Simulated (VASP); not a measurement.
Runs of VASP 6.6.1 on MgO. The structure is that of space group I4/mmm (No. 139), or close to it. The cells are those of the table. 

```tsv
cell	gap on the mesh (eV)	pressure (GPa)
a = 3.363, b = 3.363, c = 2.638 Å, angles 66.9, 66.9, 46.2°, 2 atoms	3.57	(d)
a = 2.958, b = 2.958, c = 3.188 Å, angles 57.4, 57.4, 65.2°, 2 atoms	4.09	6.4
a = 2.942, b = 2.942, c = 3.280 Å, angles 56.1, 56.1, 67.8°, 2 atoms	3.89	20.0
a = 2.935, b = 2.935, c = 3.390 Å, angles 54.7, 54.7, 70.5°, 2 atoms	3.64	45.7
a = 3.209, b = 3.209, c = 2.767 Å, angles 64.5, 64.5, 51.1°, 2 atoms	(a)	15.6
a = 2.940, b = 2.940, c = 3.486 Å, angles 53.6, 53.6, 72.7°, 2 atoms	(b)	78.7
a = 2.983, b = 2.983, c = 3.105 Å, angles 58.6, 58.6, 62.7°, 2 atoms	4.24	-0.3
a = 3.295, b = 3.295, c = 2.690 Å, angles 65.9, 65.9, 48.2°, 2 atoms	3.81	(c)
```

Alike in all rows: task single point; level PBE; potentials or basis VASP PAW PBE potentials, release 64 (Mg, O); no spin polarisation; k mesh 10 × 10 × 10; cutoff (eV) 520; smearing gaussian 0.05 eV.

Task: Estimate the missing entries.

Result: (a) 4.07; (b) 3.44; (c) 28.3; (d) 39.3.

